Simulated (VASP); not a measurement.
# Al3Pd (P6/mmm) in VASP: further runs, part 2 of 2

VASP 6.6.1.

**3. Single point, PBE**

This run uses another cell than the first one, of 21.00 Å³/atom.

Input file INCAR:

```
PREC = Accurate
ENCUT = 520
EDIFF = 1E-6
ISMEAR = 0
SIGMA = 0.1
LREAL = F
LASPH = T
NELM = 100
ALGO = Normal
ISIF = 2
LWAVE = F
LCHARG = F
GGA = PE
NBANDS = 18
```

Input file KPOINTS:

```
regular mesh
0
Gamma
  6 6 4
```

Input file POSCAR:

```
Al3Pd
1.0
    4.4553824152      0.0000000000      0.0000000000
   -2.2276912076      3.8584743552      0.0000000000
    0.0000000000      0.0000000000      4.8867474755
Al Pd
3 1
Direct
    0.3333333333      0.6666666667      0.0000000000
    0.6666666667      0.3333333333      0.0000000000
    0.0000000000      0.0000000000      0.5000000000
    0.0000000000      0.0000000000      0.0000000000
```

Potentials or basis: VASP PAW PBE potentials, release 64 (Al, Pd).

Launch:

```console
> cat potpaw_PBE.64/Al/POTCAR potpaw_PBE.64/Pd/POTCAR > POTCAR
> mpirun -np 1 vasp_std > vasp.out
```

Run time: 61 s. Hardware: 1 thread of AMD EPYC 7R13, shared host; peak memory 0.18 GiB.

The run converged. Its results:

```yaml
Free_energy: -16.9538 eV
Pressure: 0.1 GPa
Band_gap_on_the_k_mesh: zero (an odd number of electrons rules out a gap without spin polarisation)
```

Stress tensor (GPa, compression positive):
```
 0.12  0.00  0.00
 0.00  0.12  0.00
 0.00  0.00 -0.02
```

Levels at points of the mesh, in eV from the Fermi level:
```
           k point  band 6  band 7  band 8  band 9  band 10  band 11  band 12  band 13
(0.00, 0.00, 0.00)   -4.23   -2.75   -0.58    0.19     0.19     1.48     1.82     1.82
(0.50, 0.00, 0.00)   -4.55   -4.31   -2.56   -0.69     0.32     0.66     1.43     1.53
(0.00, 0.00, 0.50)   -4.35   -4.35    1.10    1.10     1.96     2.09     2.09     2.15
(0.50, 0.00, 0.50)   -4.55   -4.47   -4.42   -2.13    -1.14     1.32     1.51     2.21
```

**4. Relaxation of cell and atoms, PBE**

Input file INCAR:

```
  PREC = Accurate
  ENCUT = 600
  EDIFF = 1E-6
  ISMEAR = 0
  SIGMA = 0.1
  LREAL = F
  LASPH = T
  NELM = 100
  ALGO = Normal
  ISIF = 3
  LWAVE = F
  LCHARG = F
  GGA = PE
  IBRION = 2
  NSW = 90
  EDIFFG = -0.04
```

KPOINTS is that of step 3.

Input file POSCAR:

```
Al3Pd
1.0
    4.2703114200      0.0000000000      0.0000000000
   -2.1351557100      3.6981981700      0.0000000000
    0.0000000000      0.0000000000      4.5677767600
Al Pd
3 1
Direct
    0.3333333300      0.6666666700      0.0000000000
    0.6666666700      0.3333333300      0.0000000000
    0.0000000000      0.0000000000      0.5000000000
    0.0000000000      0.0000000000      0.0000000000
```

Launch:

```console
> cat potpaw_PBE.64/Al/POTCAR potpaw_PBE.64/Pd/POTCAR > POTCAR
> mpirun -np 1 vasp_std > vasp.out
```

It took 2.6 min on 1 thread of AMD EPYC 7R13, shared host; peak memory 0.2 GiB.

It converged, with:

* Free energy: -16.9516 eV
* Relaxed volume: 20.97 Å³/atom
* Relaxed cell: a = 4.456 Å, b = 4.456 Å, c = 4.878 Å, α = 90.00°, β = 90.00°, γ = 120.00°
* Space group after relaxing (to 0.1 Å): P6/mmm (No. 191)
* Energy gained by relaxing: 132.9 meV/atom
* Ionic steps: 5
* Pressure after relaxing: 0.1 GPa
* Band gap on the k mesh: zero (an odd number of electrons rules out a gap without spin polarisation)

Stress tensor (GPa, compression positive):
```
0.07 0.00 0.00
0.00 0.07 0.00
0.00 0.00 0.30
```

The path:
| step | energy change (eV) | largest force (eV/Å) | pressure (GPa) | volume (Å³) |
| --- | --- | --- | --- | --- |
| 1 | 0.0000 | 0.0000 | 16.43 | 72.14 |
| 2 | -0.2892 | 0.0000 | -6.48 | 93.22 |
| 3 | -0.5093 | 0.0000 | -0.04 | 83.63 |
| 4 | -0.5093 | 0.0000 | 0.19 | 83.39 |
| 5 | -0.5316 | 0.0000 | 0.15 | 83.89 |

Final structure:
```yaml
crystal:
  lattice:
    - [4.45640, 0.00000, 0.00000]
    - [-2.22820, 3.85935, 0.00000]
    - [0.00000, 0.00000, 4.87775]
  atoms:
    - { symbol: Al, position: [0.33333, 0.66667, 0.00000] }
    - { symbol: Al, position: [0.66667, 0.33333, 0.00000] }
    - { symbol: Al, position: [0.00000, 0.00000, 0.50000] }
    - { symbol: Pd, position: [0.00000, 0.00000, 0.00000] }
```

Levels at points of the mesh, in eV from the Fermi level:
```csv
k point,band 5,band 6,band 7,band 8,band 9,band 10,band 11,band 12,band 13
"(0.00, 0.00, 0.00)",-4.24,-4.24,-2.75,-0.57,0.17,0.17,1.46,1.80,1.80
"(0.50, 0.00, 0.00)",-4.61,-4.56,-4.33,-2.57,-0.69,0.31,0.67,1.43,1.53
"(0.00, 0.00, 0.50)",-5.01,-4.36,-4.36,1.09,1.09,1.94,2.08,2.08,2.15
"(0.50, 0.00, 0.50)",-4.69,-4.56,-4.49,-4.43,-2.14,-1.15,1.31,1.49,2.20
```

Caveat: the volume moved by over 15 % at a fixed basis, so the end points are rough.

**5. Single point, PBE**

This run uses another cell than the first one, of 20.96 Å³/atom.

Input file INCAR:

```
SYSTEM = Al3Pd
ALGO = Fast ; EDIFF = 1E-6
ENCUT = 520 ; GGA = PE
ISIF = 2 ; ISMEAR = 0
LASPH = .TRUE. ; LCHARG = .TRUE.
LELF = .TRUE. ; LREAL = .FALSE.
LVHAR = .TRUE. ; LWAVE = .FALSE.
NBANDS = 18 ; NELM = 60
PREC = Accurate ; SIGMA = 0.1
```

Input file KPOINTS:

```
k-points
0
G
  12 12 10
  0 0 0
```

Input file POSCAR:

```
Al3Pd
1.0
    4.4791320594      0.0000000000      0.0000000000
   -2.2395660297      3.8790421503      0.0000000000
    0.0000000000      0.0000000000      4.8244716751
Al Pd
3 1
Direct
    0.3333333333      0.6666666667      0.0000000000
    0.6666666667      0.3333333333      0.0000000000
    0.0000000000      0.0000000000      0.5000000000
    0.0000000000      0.0000000000      0.0000000000
```

Potentials or basis: VASP PAW PBE potentials, release 64 (Al, Pd).

Launch:

```console
> cat potpaw_PBE.64/Al/POTCAR potpaw_PBE.64/Pd/POTCAR > POTCAR
> mpirun -np 1 vasp_std > vasp.out
```

OUTCAR:

```text
SYSTEM = Al3Pd
   EDIFF = 1E-6
   ENCUT = 520
   GGA = PE
   ISIF = 2
   ISMEAR = 0
   LASPH = .TRUE.
   LREAL = .FALSE.
   NELM = 60
   PREC = Accurate

 ion  position               nearest neighbor table
   1  0.333  0.667  0.000-   2 2.59   2 2.59   4 2.59   4 2.59   4 2.59   2 2.59
   2  0.667  0.333  0.000-   1 2.59   1 2.59   4 2.59   4 2.59   4 2.59   1 2.59
   3  0.000  0.000  0.500-   4 2.41   4 2.41
   4  0.000  0.000  0.000-   3 2.41   3 2.41   1 2.59   2 2.59   1 2.59   2 2.59   2 2.59   1 2.59

  LATTYP: Found a hexagonal cell.
[... 699 lines left out ...]

 [... further k-points ...]
[... 5 lines left out ...]
  --------------------------------------------------------------------------------------
  -------------------------------------------------------------------------------------
  Total       -0.0266505     -0.0266505     -0.0216696      0.0000000      0.0000000      0.0000000
  in kB       -0.5093872     -0.5093872     -0.4141848      0.0000000      0.0000000      0.0000000
  external PRESSURE =      -0.4776531 kB  Pullay stress =       0.0000000 kB

 VOLUME and BASIS-vectors are now :
 -----------------------------------------------------------------------------
  energy-cutoff  :      520.00
  volume of cell :       83.82
      direct lattice vectors                 reciprocal lattice vectors
     4.479132059  0.000000000  0.000000000     0.223257539  0.128897800  0.000000000
    -2.239566030  3.879042150  0.000000000     0.000000000  0.257795600  0.000000000
     0.000000000  0.000000000  4.824471675     0.000000000  0.000000000  0.207276582

 POSITION                                       TOTAL-FORCE (eV/Angst)
 -----------------------------------------------------------------------------------
     -0.00000      2.58603      0.00000        -0.000000     -0.000000     -0.000000
      2.23957      1.29301      0.00000         0.000000      0.000000      0.000000
      0.00000      0.00000      2.41224        -0.000000      0.000000      0.000000
      0.00000      0.00000      0.00000        -0.000000      0.000000      0.000000
 -----------------------------------------------------------------------------------
    total drift:                               -0.000000     -0.000000      0.000000

  FREE ENERGIE OF THE ION-ELECTRON SYSTEM (eV)
  ---------------------------------------------------
  free  energy   TOTEN  =       -16.9715195170 eV

  energy  without entropy=      -16.9650001347  energy(sigma->0) =      -16.96825983
```

OSZICAR:

```text
N       E                     dE             d eps       ncg     rms          rms(c)
DAV:   1     0.573136679434E+02    0.57314E+02   -0.70932E+03  4104   0.838E+02
DAV:   2    -0.155608522597E+02   -0.72875E+02   -0.67436E+02  4708   0.158E+02
DAV:   3    -0.177961779471E+02   -0.22353E+01   -0.22142E+01  5296   0.271E+01
DAV:   4    -0.178232132050E+02   -0.27035E-01   -0.27026E-01  4924   0.322E+00
DAV:   5    -0.178239580792E+02   -0.74487E-03   -0.74486E-03  5042   0.536E-01    0.805E+00
RMM:   6    -0.172186694088E+02    0.60529E+00   -0.14205E+00  4134   0.764E+00    0.299E+00
RMM:   7    -0.170300781539E+02    0.18859E+00   -0.27897E-01  4156   0.266E+00    0.204E+00
RMM:   8    -0.169720980460E+02    0.57980E-01   -0.12169E-01  4342   0.232E+00    0.307E-01
RMM:   9    -0.169714882463E+02    0.60980E-03   -0.80859E-03  4528   0.578E-01    0.156E-01
RMM:  10    -0.169714976410E+02   -0.93947E-05   -0.12199E-03  4739   0.234E-01    0.688E-02
RMM:  11    -0.169715144978E+02   -0.16857E-04   -0.26381E-04  4706   0.969E-02    0.217E-02
RMM:  12    -0.169715191812E+02   -0.46834E-05   -0.82852E-05  4840   0.492E-02    0.172E-02
RMM:  13    -0.169715187327E+02    0.44854E-06   -0.24676E-05  4679   0.253E-02    0.537E-03
RMM:  14    -0.169715195170E+02   -0.78432E-06   -0.41379E-06  4211   0.106E-02
   1 F= -.16971520E+02 E0= -.16968260E+02  d E =-.651938E-02
```

Run time: 4.7 min. Hardware: 1 thread of AMD EPYC 7R13, shared host; peak memory 0.29 GiB.

Results:

```
Free energy            : -16.9715 eV
Pressure               : 0.0 GPa
Band gap on the k mesh : zero (an odd number of electrons rules out a gap without spin polarisation)
```

**6. The runs side by side**

| task | cell | k mesh | cutoff (eV) | gap on the mesh (eV) | pressure (GPa) |
| --- | --- | --- | --- | --- | --- |
| single point | a = 4.270, b = 4.270, c = 4.568 Å, angles 90.0, 90.0, 120.0°, 4 atoms | 6 × 6 × 4 | 520 | none | 16.4 |
| single point | a = 4.455, b = 4.455, c = 4.887 Å, angles 90.0, 90.0, 120.0°, 4 atoms | 6 × 6 × 4 | 520 | none | 0.1 |
| relaxation of cell and atoms | relaxed from a = 4.270, b = 4.270, c = 4.568 Å, angles 90.0, 90.0, 120.0°, 4 atoms | 6 × 6 × 4 | 600 | none | 0.1 |
| single point | a = 4.479, b = 4.479, c = 4.824 Å, angles 90.0, 90.0, 120.0°, 4 atoms | 12 × 12 × 10 | 520 | none | 0.0 |

Alike in all rows: level PBE; potentials or basis VASP PAW PBE potentials, release 64 (Al, Pd); no spin polarisation; smearing gaussian 0.1 eV.

Caveats: the cell stands under pressure (at least some runs); the volume moved by over 15 % at a fixed basis, so the end points are rough (at least some runs).

Absolute energies hang on the potentials; compare differences alone.
